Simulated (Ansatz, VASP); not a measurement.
## Two plane-wave programs on CoCu2ClO3

```
CELL_PARAMETERS angstrom
3.41905 0.00000 0.00000
0.00000 3.41905 0.00000
0.00000 0.00000 12.53591
ATOMIC_POSITIONS crystal
O 0.25000 0.25000 0.07450
O 0.75000 0.75000 0.92550
O 0.25000 0.75000 0.22960
O 0.75000 0.25000 0.22960
O 0.75000 0.25000 0.77040
O 0.25000 0.75000 0.77040
Co 0.25000 0.25000 0.20690
Co 0.75000 0.75000 0.79310
Cu 0.75000 0.75000 0.34420
Cu 0.25000 0.25000 0.65580
Cu 0.75000 0.75000 0.09810
Cu 0.25000 0.25000 0.90190
Cl 0.25000 0.25000 0.42470
Cl 0.75000 0.75000 0.57530
```

Alike in both runs: task single point; functional PBEsol; k mesh 10 × 10 × 3; no spin polarisation.

|  | VASP | Ansatz |
| --- | --- | --- |
| version | VASP 6.6.1 | Ansatz 0.2.0 |
| potentials or method | VASP PAW PBE potentials, release 64 (O, Co, Cu, Cl), cutoff 520 eV | PAW plane waves |
| occupations | fermi-dirac, width 0.1 eV | fermi-dirac |
| valence electrons in the cell | 112 | 160 |

|  | VASP | Ansatz | Ansatz less VASP |
| --- | --- | --- | --- |
| pressure (GPa) | 18.2 | 18.0 | -0.19 |
| rms of the force components (eV/Å) | 1.055 | 1.009 | -0.0465 |

VASP's potentials were made for PBE, not for PBEsol. VASP's potentials hold 112 valence electrons a cell and Ansatz's 160, so a difference there can come from the potentials and not from the codes.
